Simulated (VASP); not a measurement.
# AgCl (Cmmm) in VASP: single point with PBE

Aim: the single point of AgCl with PBE.

All numbers are computed with VASP 6.6.1; they aren't measurements. Logs are shortened: lines on timing, memory, paths and dates and some standing lists are left out, and cuts for length are marked.

### 1 The cell of the first run

Symmetry: Cmmm, No. 65, orthorhombic system. Conventional cell: a = 4.673 Å, b = 4.931 Å, c = 3.396 Å, α = 90.00°, β = 90.00°, γ = 90.00°. Ag (site symmetry mmm) has 8 Cl at 2.89 to 2.99 Å and 6 Ag at 3.40 Å within 3.8 Å. Within 3.8 Å of Cl (site symmetry mmm) lie 8 Ag at 2.89 to 2.99 Å and 6 Cl at 3.40 Å.

### 2 Single point, PBE (shear xy strain -5.4%)

File INCAR:

```
SYSTEM = AgCl
  PREC = Accurate
  ENCUT = 520
  EDIFF = 1E-6
  ISMEAR = -1
  SIGMA = 0.02
  LREAL = .False.
  LASPH = .True.
  NELM = 100
  ALGO = Fast
  ISIF = 2
  LWAVE = .False.
  LCHARG = .False.
  GGA = PE
  NBANDS = 16
```

File KPOINTS:

```
Automatic mesh
0
Gamma
  8 8 8
  0 0 0
```

File POSCAR:

```
AgCl
1.0
    3.3955880419     -0.0910017595      0.0000000000
   -0.0910017595      3.3955880419      0.0000000000
    0.0000000000      0.0000000000      3.3955880419
Ag Cl
1 1
Direct
    0.0000000000      0.0000000000      0.0000000000
    0.5000000000      0.5000000000      0.5000000000
```

Potentials or basis: VASP PAW PBE potentials, release 64 (Ag, Cl).

Run with:

```
$ cat potpaw_PBE.64/Ag/POTCAR potpaw_PBE.64/Cl/POTCAR > POTCAR
$ mpirun -np 1 vasp_std > vasp.out
```

OUTCAR:

```text
SYSTEM = AgCl
   PREC = Accurate
   ENCUT = 520
   EDIFF = 1E-6
   ISMEAR = -1
   LREAL = .False.
   LASPH = .True.
   NELM = 100
   ISIF = 2
   GGA = PE

 ion  position               nearest neighbor table
   1  0.000  0.000  0.000-   2 2.89   2 2.89   2 2.89   2 2.89   2 2.99   2 2.99   2 2.99   2 2.99

   2  0.500  0.500  0.500-   1 2.89   1 2.89   1 2.89   1 2.89   1 2.99   1 2.99   1 2.99   1 2.99

  LATTYP: Found a base centered orthorhombic cell.
 ALAT       =     4.6733907386
 B/A-ratio  =     1.0550760378
 C/A-ratio  =     0.7265791011

  Lattice vectors:

 A1 = (   3.3955880419,  -0.0910017595,   0.0000000000)
 A2 = (  -0.0910017595,   3.3955880419,   0.0000000000)
 A3 = (   0.0000000000,   0.0000000000,   3.3955880419)

Analysis of symmetry for initial positions (statically):
=====================================================================
 Subroutine PRICEL returns:
 Original cell was already a primitive cell.

 Routine SETGRP: Setting up the symmetry group for a
 base centered orthorhombic supercell.

 Subroutine GETGRP returns: Found  8 space group operations
 (whereof  8 operations were pure point group operations)
 out of a pool of  8 trial point group operations.

The static configuration has the point symmetry D_2h.

Analysis of symmetry for dynamics (positions and initial velocities):
=====================================================================
 Subroutine PRICEL returns:
 Original cell was already a primitive cell.

 Routine SETGRP: Setting up the symmetry group for a
 base centered orthorhombic supercell.

 Subroutine GETGRP returns: Found  8 space group operations
 (whereof  8 operations were pure point group operations)
 out of a pool of  8 trial point group operations.

The dynamic configuration has the point symmetry D_2h.

 Subroutine INISYM returns: Found  8 space group operations
 (whereof  8 operations are pure point group operations),
 and found     1 'primitive' translations

----------------------------------------------------------------------------------------

                                     Primitive cell

  volume of cell :      39.1231

  direct lattice vectors                    reciprocal lattice vectors
     3.395588042 -0.091001760  0.000000000     0.294711474  0.007898267  0.000000000
    -0.091001760  3.395588042  0.000000000     0.007898267  0.294711474  0.000000000
     0.000000000  0.000000000  3.395588042     0.000000000  0.000000000  0.294499800

  length of vectors
     3.396807247  3.396807247  3.395588042     0.294817292  0.294817292  0.294499800

  position of ions in fractional coordinates (direct lattice)
     0.000000000  0.000000000  0.000000000
     0.500000000  0.500000000  0.500000000

  ion indices of the primitive-cell ions
   primitive index   ion index
                 1           1
                 2           2

----------------------------------------------------------------------------------------

 KPOINTS: Automatic mesh

Automatic generation of k-mesh.
 Grid dimensions read from file:
 generate k-points for:    8    8    8

 Generating k-lattice:

  Cartesian coordinates                     Fractional coordinates (reciprocal lattice)
     0.036838934  0.000987283  0.000000000     0.125000000 -0.000000000  0.000000000
     0.000987283  0.036838934  0.000000000    -0.000000000  0.125000000  0.000000000
     0.000000000  0.000000000  0.036812475     0.000000000  0.000000000  0.125000000

  Length of vectors
     0.036852161  0.036852161  0.036812475

  Shift w.r.t. Gamma in fractional coordinates (k-lattice)
     0.000000000  0.000000000  0.000000000

 Subroutine IBZKPT returns following result:
 ===========================================

 Found    105 irreducible k-points:

 Following reciprocal coordinates:
            Coordinates               Weight
  0.000000  0.000000  0.000000      1.000000
  0.125000 -0.000000  0.000000      4.000000
  0.250000 -0.000000  0.000000      4.000000
  0.375000 -0.000000  0.000000      4.000000
  0.500000 -0.000000  0.000000      2.000000
  0.125000  0.125000  0.000000      2.000000
[... 16 lines left out ...]
  0.125000 -0.000000  0.125000      8.000000
  0.250000 -0.000000  0.125000      8.000000
 [... further k-points ...]
   k-points           NKPTS =    105   k-points in BZ     NKDIM =    105   number of bands    NBANDS=     16
   number of dos      NEDOS =    301   number of ions     NIONS =      2
   total plane-waves  NPLWV =  21952
   dimension x,y,z NGX =    28 NGY =   28 NGZ =   28
   dimension x,y,z NGXF=    56 NGYF=   56 NGZF=   56
   ions per type =               1   1
   NGX,Y,Z   is equivalent  to a cutoff of  13.70, 13.70, 13.71 a.u.
   NGXF,Y,Z  is equivalent  to a cutoff of  27.41, 27.41, 27.42 a.u.
 SYSTEM =  AgCl
   PREC   = accura    normal or accurate (medium, high low for compatibility)
   ISTART =      0    job   : 0-new  1-cont  2-samecut
   ICHARG =      2    charge: 1-file 2-atom 10-const
   ISPIN  =      1    spin polarized calculation?
   LNONCOLLINEAR =      F non collinear calculations
   LSORBIT =      F    spin-orbit coupling
   LASPH  =      T    aspherical Exc in radial PAW
   ENCUT  =  520.0 eV  38.22 Ry    6.18 a.u.   6.32  6.32  6.31*2*pi/ulx,y,z
   NELM   =    100;   NELMIN=  2; NELMDL= -5     # of ELM steps
   EDIFF  = 0.1E-05   stopping-criterion for ELM
   LREAL  =      F    real-space projection
   EDIFFG = 0.1E-04   stopping-criterion for IOM
   NSW    =      0    number of steps for IOM
   IBRION =     -1    ionic relax: 0-MD 1-quasi-New 2-CG
   NFREE  =      0    steps in history (QN), initial steepest desc. (CG)
   ISIF   =      2    stress and relaxation
   ISYM   =      2    0-nonsym 1-usesym 2-fastsym
   POTIM  = 0.5000    time-step for ionic-motion
   TEBEG  =    0.0;   TEEND  =   0.0 temperature during run
   PSTRESS=    0.0 pullay stress
   NELECT =      18.0000    total number of electrons
   NUPDOWN=      -1.0000    fix difference up-down
   EMIN   =  10.00;   EMAX   =-10.00  energy-range for DOS
   EFERMI =   0.00;   METHOD = LEGACY
   ISMEAR =    -1;   SIGMA  =   0.02  broadening in eV -4-tet -1-fermi 0-gaus
   EFERMI_NEDOS =   21; number of points for ismear=-14 and -15
   IALGO  =     68    algorithm
   IMIX   =      4    mixing-type and parameters
     AMIX     =   0.40;   BMIX     =  1.00
     AMIX_MAG =   1.60;   BMIX_MAG =  1.00
  volume/ion in A,a.u.               =      19.56       132.01
  Fermi-wavevector in a.u.,A,eV,Ry     =   1.263828  2.388289 21.732063  1.597262
  Thomas-Fermi vector in A             =   2.397165
   LORBIT       =      0    0 simple, 1 ext, 2 COOP (PROOUT), +10 PAW based schemes
   GGA     = PE    functional components
   LHFCALC =     F    Hartree Fock is set to
   AEXX    =    0.0000 exact exchange contribution
   IVDW    =     0    specifies the selected vdW correction
   LEPSILON=     F    determine dielectric tensor
   LRPA    =     F    only Hartree local field effects (RPA)
 non-spin polarized calculation
 RMM-DIIS sequential band-by-band and
  energy-cutoff  :      520.00
  volume of cell :       39.12
 maximum number of plane-waves:      1070
 NGX is ok and might be reduce to    28
   NGX = 13   NGY = 13   NGZ = 13

 number of electron      17.9999999 magnetization

 Free energy of the ion-electron system (eV)
  ---------------------------------------------------
  ext. energy  EPLUGINS =         0.00000000
  ---------------------------------------------------
  free energy    TOTEN  =        -5.12012302 eV

  energy without entropy =       -5.12012298  energy(sigma->0) =       -5.12012300

 E-fermi :   4.7073     XC(G=0): -10.5675

 val. band max:        4.4933450428   @ k =   0.0000   0.0000   0.5000
 cond. band min:       4.9197434095   @ k =   0.0000   0.0000   0.0000
 fundamental gap:      0.4263983667
 Fermi energy:         4.7072967903

 k-point     1 :       0.0000    0.0000    0.0000
  band No.  band energies     occupation
      1     -10.4726      2.00000
      2       1.4588      2.00000
      3       1.4657      2.00000
      4       2.4362      2.00000
      5       2.4582      2.00000
      6       2.4945      2.00000
[... 8 lines left out ...]
     15      18.6250      0.00000
     16      20.6720      0.00000

 k-point     2 :       0.1250   -0.0000    0.0000
  band No.  band energies     occupation
      1     -10.4048      2.00000
      2       1.2228      2.00000
      3       1.4797      2.00000
      4       2.0467      2.00000
      5       2.0508      2.00000
      6       2.2802      2.00000
[... 8 lines left out ...]
     15      18.0150      0.00000
     16      20.7364      0.00000

 k-point     3 :       0.2500   -0.0000    0.0000
  band No.  band energies     occupation
      1     -10.2321      2.00000
      2       0.2438      2.00000
      3       1.5008      2.00000
      4       1.6471      2.00000
      5       1.6960      2.00000
      6       2.3732      2.00000
[... 8 lines left out ...]
     15      18.2621      0.00000
     16      20.5471      0.00000

 k-point     4 :       0.3750   -0.0000    0.0000
  band No.  band energies     occupation
      1     -10.0449      2.00000
      2      -0.6331      2.00000
      3       1.3616      2.00000
      4       1.3895      2.00000
      5       1.6366      2.00000
      6       2.5116      2.00000
[... 8 lines left out ...]
     15      20.3585      0.00000
     16      20.3797      0.00000
[... 324 lines left out ...]
 k-point    22 :       0.0000    0.0000    0.1250
  band No.  band energies     occupation
      1     -10.4048      2.00000
      2       1.2202      2.00000
      3       1.4884      2.00000
      4       1.9316      2.00000
      5       2.1824      2.00000
      6       2.2707      2.00000
[... 8 lines left out ...]
     15      17.8256      0.00000
     16      20.5777      0.00000

 k-point    23 :       0.1250   -0.0000    0.1250
  band No.  band energies     occupation
      1     -10.3397      2.00000
      2       1.1713      2.00000
      3       1.3075      2.00000
      4       1.7047      2.00000
      5       1.9902      2.00000
      6       2.4162      2.00000
[... 8 lines left out ...]
     15      18.4405      0.00000
     16      19.9145      0.00000

 k-point    24 :       0.2500   -0.0000    0.1250
  band No.  band energies     occupation
      1     -10.1747      2.00000
      2       0.3066      2.00000
      3       1.3115      2.00000
      4       1.6033      2.00000
      5       1.8080      2.00000
      6       2.4192      2.00000
[... 8 lines left out ...]
     15      18.7321      0.00000
     16      19.7025      0.00000

 [... further k-points ...]

------------------------ aborting loop because EDIFF is reached ----------------------------------------

  FORCE on cell =-STRESS in cart. coord.  units (eV):
  Direction    XX          YY          ZZ          XY          YZ          ZX
  --------------------------------------------------------------------------------------
  -------------------------------------------------------------------------------------
  Total        0.3865292      0.3865292      0.3883625     -0.1387853      0.0000000      0.0000000
  in kB       15.8292366     15.8292366     15.9043133     -5.6835682      0.0000000      0.0000000
  external PRESSURE =      15.8542621 kB  Pullay stress =       0.0000000 kB

 VOLUME and BASIS-vectors are now :
 -----------------------------------------------------------------------------
  energy-cutoff  :      520.00
  volume of cell :       39.12
      direct lattice vectors                 reciprocal lattice vectors
     3.395588042 -0.091001760  0.000000000     0.294711474  0.007898267  0.000000000
    -0.091001760  3.395588042  0.000000000     0.007898267  0.294711474  0.000000000
     0.000000000  0.000000000  3.395588042     0.000000000  0.000000000  0.294499800

 POSITION                                       TOTAL-FORCE (eV/Angst)
 -----------------------------------------------------------------------------------
      0.00000      0.00000      0.00000        -0.000000     -0.000000      0.000000
      1.65229      1.65229      1.69779         0.000000      0.000000      0.000000
 -----------------------------------------------------------------------------------
    total drift:                               -0.000000      0.000000      0.000000

  FREE ENERGIE OF THE ION-ELECTRON SYSTEM (eV)
  ---------------------------------------------------
  free  energy   TOTEN  =        -5.1201230212 eV

  energy  without entropy=       -5.1201229763  energy(sigma->0) =       -5.12012300
```

Wall time 24 s (1 thread of Intel Xeon 6975P-C (Granite Rapids), shared host); peak memory 0.18 GiB.

Results:

```
Free energy            : -5.1201 eV
Pressure               : 1.6 GPa
Band gap on the k mesh : 0.43 eV (least direct gap 2.10 eV)
```

Levels at points of the mesh, in eV from the valence-band top:
```
           k point  band 5  band 6  band 7  band 8  band 9  band 10  band 11  band 12  band 13  band 14
(0.00, 0.00, 0.00)   -2.04   -2.00   -1.91   -1.80   -1.67     0.43     9.23     9.24    13.36    13.75
(0.50, 0.00, 0.00)   -2.84   -1.97   -1.64   -0.19   -0.16     4.74     5.53     9.00     9.84    10.02
(0.50, 0.50, 0.00)   -2.34   -2.34   -2.33   -1.71   -1.14     2.63     8.60     9.20    10.47    13.42
(0.00, 0.00, 0.50)   -2.87   -1.99   -1.63   -0.35    0.00     4.76     5.52     9.15     9.71    10.02
(0.50, 0.00, 0.50)   -2.38   -2.33   -2.29   -1.71   -1.14     2.61     8.87     8.93    10.44    13.55
(0.50, 0.50, 0.50)   -1.69   -1.69   -0.47   -0.35   -0.21     4.29     4.54     4.77     6.79    17.25
```

Caveat: the cell differs from its parent crystal (shear xy strain -5.4%).
